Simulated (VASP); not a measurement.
Input of a VASP 6.6.1 run:

INCAR

```
  ALGO = Normal
  EDIFF = 1E-7
  ENCUT = 520
  GGA = PE
  ISIF = 2
  ISMEAR = 0
  IVDW = 12
  LASPH = T
  LCHARG = F
  LREAL = F
  LWAVE = F
  NBANDS = 14
  NELM = 80
  PREC = Accurate
  SIGMA = 0.15
```

KPOINTS

```
k-points
0
Gamma
  18 18 6
```

POSCAR

```
Al
1.0
    2.8325816938      0.0000000000      0.0000000000
   -1.4162908469      2.4530877051      0.0000000000
    0.0000000000      0.0000000000      8.7580593390
Al
4
Direct
    0.0000000000      0.0000000000      0.0000000000
    0.3333333333      0.6666666667      0.2500000000
    0.0000000000      0.0000000000      0.5000000000
    0.6666666667      0.3333333333      0.7500000000
```

Potentials or basis: VASP PAW PBE potentials, release 64 (Al).

Launch:

```bash
$ cat potpaw_PBE.64/Al/POTCAR > POTCAR
$ mpirun -np 1 vasp_std > vasp.out
```

Problem. Predict the dispersion energy per atom.

Solution. -0.366 eV.

Problem. What does it give for the band gap on the k mesh?

Solution. Zero (bands 6 and 7 overlap by 6.62 eV).

Problem. What does it give for the pressure?

Solution. 4.2 GPa.

Stress tensor (GPa, compression positive):
```
2.26 0.00 0.00
0.00 2.26 0.00
0.00 0.00 8.06
```

Caveat: the cell stands under pressure.
